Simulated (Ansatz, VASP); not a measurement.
One calculation of F, two programs

```
F
1.0
     2.81815   -1.79120    0.29741
     2.81815    1.79120    0.29741
    -0.83599    0.00000    6.74692
F
4
Direct
  0.91386 0.58555 0.09393
  0.41445 0.08614 0.40607
  0.08614 0.41445 0.90607
  0.58555 0.91386 0.59393
```

Alike in both runs: functional PBE; dispersion D3(BJ); k mesh 8 × 8 × 4; occupations gaussian, width 0.02 eV; no spin polarisation.

Ansatz relaxed the structure, and its values are those at the end. VASP's run is a single point on that final structure, the one shown.

|  | VASP | Ansatz |
| --- | --- | --- |
| version | VASP 6.6.1 | Ansatz 0.2.0 |
| potentials or method | VASP PAW PBE potentials, release 64 (F_h), cutoff 910 eV | scalar-relativistic, plane waves, PAW |
| valence electrons in the cell | 28 | 28 |

```csv
,VASP,Ansatz,Ansatz less VASP
gap on the k mesh at the Fermi level (eV),3.02,3.03,+0.006
least direct gap on the mesh (eV),3.02,3.03,+0.006
rms of the force components (eV/Å),0.005,0.001,-0.0035
```

Noted on VASP's run: the cutoff is short for stress, so the pressure is rough.
